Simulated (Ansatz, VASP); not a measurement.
# Two plane-wave programs on RbCl

The input INCAR:

```
SYSTEM = RbCl
PREC = Accurate
ENCUT = 500
EDIFF = 1E-6
ISMEAR = 0
SIGMA = 0.02
LREAL = .FALSE.
LASPH = .TRUE.
NELM = 120
ALGO = Normal
ISIF = 2
LWAVE = .FALSE.
LCHARG = .TRUE.
GGA = PS
LELF = .TRUE.
LVHAR = .TRUE.
NBANDS = 15
GGA_COMPAT = .FALSE.
```

File KPOINTS:

```
regular mesh
0
G
  6 6 6
  0 0 0
```

POSCAR

```
RbCl
1.0
    0.0000000000      3.4828984809      3.4828984809
    3.4828984809      0.0000000000      3.4828984809
    3.4828984809      3.4828984809      0.0000000000
Rb Cl
1 1
Direct
    0.0000000000      0.0000000000      0.0000000000
    0.5000000000      0.5000000000      0.5000000000
```

Input for Ansatz:

```yaml
crystal:
  lattice:
    - [0.0, 3.4828984809, 3.4828984809]
    - [3.4828984809, 0.0, 3.4828984809]
    - [3.4828984809, 3.4828984809, 0.0]
  atoms:
    - { symbol: Rb, position: [0.0, 0.0, 0.0] }
    - { symbol: Cl, position: [0.5, 0.5, 0.5] }
basis:
  ecutwfc: 420
kpoints:
  mp_grid: { grid: [6, 6, 6] }
hamiltonian:
  xc: pbesol
scf:
  occupations: { method: gaussian, width: 0.02 }
output:
  forces: true
  stress: true
  eigenvalues: true
  write_density: true
  write_potential: true
  elf: true
  volumetric_format: npy
```

Alike in both runs: task single point; functional PBEsol; k mesh 6 × 6 × 6; occupations gaussian, width 0.02 eV; no spin polarisation.

|  | VASP | Ansatz |
| --- | --- | --- |
| version | VASP 6.6.1 | Ansatz 0.2.0 |
| potentials or method | VASP PAW PBE potentials, release 64 (Rb_sv, Cl), cutoff 500 eV | scalar-relativistic, plane waves, PAW |
| valence electrons in the cell | 16 | 16 |

```csv
,VASP,Ansatz,Ansatz less VASP
gap on the k mesh at the Fermi level (eV),4.40,4.40,+0.002
least direct gap on the mesh (eV),4.40,4.40,+0.002
pressure (GPa),-1.9,-1.9,0.00
```

VASP's potentials were made for PBE, not for PBEsol.
